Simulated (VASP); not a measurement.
Here is a VASP 6.6.1 calculation.

The input INCAR:

```
ALGO     = Normal         # electronic algorithm
EDIFF    = 1E-6           # SCF threshold, eV
ENCUT    = 520            # plane-wave cutoff, eV
GGA      = PE             # functional
ISIF     = 2              # what is computed and relaxed
ISMEAR   = 0              # smearing method
ISPIN    = 2              # spin polarisation
LASPH    = T              # aspherical terms in the spheres
LCHARG   = T              # write CHGCAR
LELF     = T              # ELF
LMAXMIX  = 4              # l up to which the mixer works
LORBIT   = 11             # projections on sites
LREAL    = F              # projectors in reciprocal space
LVHAR    = T            
LWAVE    = F              # write WAVECAR
MAGMOM   = 1 1 0 0 0 0 0 0 0 0 0 0 # initial moments
NBANDS   = 48             # bands
NELM     = 150            # most SCF steps
PREC     = Accurate       # precision mode
SIGMA    = 0.1            # smearing width, eV
```

KPOINTS

```
k-points
0
Gamma
  4 4 4
```

Contents of POSCAR:

```
TaAl2N3
1.0
    4.8750614827     -2.7797776644      0.0000000000
    4.8750614827      2.7797776644      0.0000000000
    0.0000000000      0.0000000000      5.3293622587
Ta Al N
2 4 6
Direct
    0.3852054960      0.6147945040      0.4643718489
    0.6147945040      0.3852054960      0.9643718489
    0.6834865490      0.9634631687      0.3402112636
    0.9634631687      0.6834865490      0.8402112636
    0.0365368313      0.3165134510      0.3402112636
    0.3165134510      0.0365368313      0.8402112636
    0.3530175280      0.0072184960      0.4815083750
    0.6469824720      0.9927815040      0.9815083750
    0.9927815040      0.6469824720      0.4815083750
    0.0072184960      0.3530175280      0.9815083750
    0.7302955680      0.2697044320      0.3961674258
    0.2697044320      0.7302955680      0.8961674258
```

Potentials or basis: VASP PAW PBE potentials, release 64 (Ta_pv, Al, N).

Command:

```console
$ cat potpaw_PBE.64/Ta_pv/POTCAR potpaw_PBE.64/Al/POTCAR potpaw_PBE.64/N/POTCAR > POTCAR
$ mpirun -np 1 vasp_std > vasp.out
```

Q: What does it give for the largest force?

A: 0.089 eV/Å.

Q: Predict the band gap on the k mesh.

A: Zero (filled and empty bands overlap).

Q: Predict the net moment.

A: 0.00 μB per cell.

Stress tensor (GPa, compression positive):
```
-0.09  0.00  0.00
 0.00  0.26  0.00
 0.00  0.00  0.01
```

Caveat: spin-orbit coupling is left out, which moves the levels of the heavy elements.
